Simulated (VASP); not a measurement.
Set up this calculation in VASP 6.6.1, as the native input.

```
Task                   : single point
Functional             : PBE
Potentials or basis    : VASP PAW PBE potentials, release 64 (In_d, As)
Cutoff                 : 520 eV
k mesh                 : 4 × 4 × 4
Occupations            : gaussian, width 0.1 eV
Spin                   : no spin polarisation
Dipole correction      : no
Further INCAR settings : ALGO = Normal; EDIFF = 1e-06; NBANDS = 22
```

The structure of InAs3 lies in POSCAR:

```
InAs3
1.0
    4.4482223526      0.0000000000      0.0000000000
    0.0000000000      4.4482223526      0.0000000000
    0.0000000000      0.0000000000      4.3108067486
In As
1 3
Direct
    0.0000000000      0.0000000000      0.0000000000
    0.5000000000      0.5000000000      0.0000000000
    0.0000000000      0.5000000000      0.5000000000
    0.5000000000      0.0000000000      0.5000000000
```

The cell was generated, and may not be a known phase.

These files were run (other wordings do the same):

INCAR

```
  PREC = Accurate
  ENCUT = 520
  EDIFF = 1E-6
  ISMEAR = 0
  SIGMA = 0.1
  LREAL = F
  LASPH = T
  NELM = 80
  ALGO = Normal
  ISIF = 2
  LWAVE = F
  LCHARG = F
  GGA = PE
  NBANDS = 22
```

KPOINTS

```
Automatic mesh
0
Gamma
  4 4 4
```

Potentials or basis: VASP PAW PBE potentials, release 64 (In_d, As).

Run with:

```console
$ cat potpaw_PBE.64/In_d/POTCAR potpaw_PBE.64/As/POTCAR > POTCAR
$ mpirun -np 1 vasp_std > vasp.out
```

It gave:

```yaml
Pressure: 0.1 GPa
Band_gap_on_the_k_mesh: zero (bands 14 and 15 overlap by 4.34 eV)
```

Caveat: the k points lie up to 0.36 Å⁻¹ apart, too coarse for converged energies and pressures of a metal; spin-orbit coupling is left out, which moves the levels of the heavy elements.

It took 39 s on 1 thread of Intel Xeon 8259CL, on a shared host, peak memory 0.2 GiB.
